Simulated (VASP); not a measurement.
BiTe3O: relaxation of cell and atoms with PBE

BiTe3O:

```
Bi Te O
1.0
     3.93337    0.00000    0.00000
     0.00000    3.93337    0.00000
     0.00000    0.00000   10.35894
Bi Te O
1 3 1
Direct
  0.00000 0.00000 0.83350
  0.50000 0.00000 0.18793
  0.00000 0.50000 0.18793
  0.00000 0.00000 0.55590
  0.50000 0.50000 0.84295
```

The cell was generated, and may not be a known phase.

```
Program                : VASP 6.6.1
Task                   : relaxation of cell and atoms
Functional             : PBE
Potentials or basis    : VASP PAW PBE potentials, release 64 (Bi_d, Te, O)
Cutoff                 : 600 eV
k mesh                 : 10 × 10 × 4
Occupations            : gaussian, width 0.1 eV
Spin                   : no spin polarisation
Dipole correction      : no
Further INCAR settings : ALGO = Normal; EDIFF = 1e-06; IBRION = 2; EDIFFG = -0.01; NSW = 100; ISIF = 3
```

| Property | Result |
| --- | --- |
| Relaxed volume | 33.01 Å³/atom |
| Relaxed cell | a = 3.944 Å, b = 3.944 Å, c = 10.608 Å, α = 90.00°, β = 90.00°, γ = 90.00° |
| Space group after relaxing (to 0.1 Å) | P4mm (No. 99) |
| Energy gained by relaxing | 1.4 meV/atom |
| Ionic steps | 48 |
| Pressure after relaxing | 0.0 GPa |
| Largest force after relaxing | 0.010 eV/Å |
| Band gap on the k mesh | zero (an odd number of electrons rules out a gap without spin polarisation) |

Forces on the atoms (eV/Å):
```
Bi   0.000  0.000 -0.002
Te   0.000  0.000 -0.007
Te   0.000  0.000 -0.007
Te   0.000  0.000  0.006
O    0.000  0.000  0.010
```

The path:
```
step  energy change (eV)  largest force (eV/Å)  pressure (GPa)  volume (Å³)
   1              0.0000                0.0806            0.44       160.27
   3             -0.0022                0.0615            0.00       161.71
   5             -0.0035                0.0977           -0.01       162.36
   7             -0.0038                0.1247           -0.01       162.86
   9             -0.0047                0.0971            0.00       163.16
  11             -0.0061                0.0323            0.05       164.51
  13             -0.0061                0.0236            0.03       164.22
  15             -0.0062                0.0242            0.01       164.47
  17             -0.0062                0.0249           -0.11       165.22
  19             -0.0062                0.0245           -0.05       164.76
  21             -0.0064                0.0226           -0.01       164.91
  23             -0.0065                0.0197            0.02       165.14
  25             -0.0065                0.0192            0.03       165.19
  27             -0.0066                0.0110            0.01       165.62
  29             -0.0067                0.0216           -0.01       165.98
  31             -0.0067                0.0138           -0.01       165.82
  33             -0.0067                0.0125           -0.01       165.75
  35             -0.0067                0.0149           -0.06       165.51
  37             -0.0067                0.0133           -0.05       165.54
  39             -0.0068                0.0134           -0.03       165.13
  41             -0.0068                0.0157            0.03       164.78
  43             -0.0068                0.0143            0.02       164.99
  45             -0.0068                0.0144            0.01       165.07
  47             -0.0068                0.0132           -0.02       165.09
  48             -0.0069                0.0096           -0.01       165.04
```

Final structure:
```
Bi Te O
1.0
     3.94439    0.00000    0.00000
     0.00000    3.94439    0.00000
     0.00000    0.00000   10.60802
Bi Te O
1 3 1
Direct
  0.00000 0.00000 0.83486
  0.50000 0.00000 0.18398
  0.00000 0.50000 0.18398
  0.00000 0.00000 0.56322
  0.50000 0.50000 0.84215
```

Levels at points of the mesh, in eV from the Fermi level:
```tsv
k point	band 18	band 19	band 20	band 21	band 22	band 23
(0.00, 0.00, 0.00)	0.36	0.36	1.44	2.34	2.70	3.72
(0.50, 0.00, 0.00)	-0.93	-0.86	-0.46	-0.44	-0.04	0.54
(0.50, 0.50, 0.00)	-1.23	-1.23	-0.93	2.04	2.91	2.91
(0.00, 0.00, 0.50)	0.36	0.36	1.44	1.65	2.55	3.74
(0.50, 0.00, 0.50)	-0.87	-0.74	-0.49	-0.44	-0.23	0.54
(0.50, 0.50, 0.50)	-1.37	-1.37	-0.92	2.76	2.83	2.83
```

Wall time 84 min on 1 thread of Intel(R) Xeon(R) Platinum 8259CL CPU @ 2.50GHz (Skylake/Cascade Lake) (shared host), peak memory 0.53 GiB.

Caveat: spin-orbit coupling is left out, which moves the levels of the heavy elements; this functional lacks dispersion, which binds layers or chains, so the pressure and a relaxed spacing across them are unreliable; an odd number of electrons without spin polarisation forces a metal; a magnetic or distorted state may lie lower.
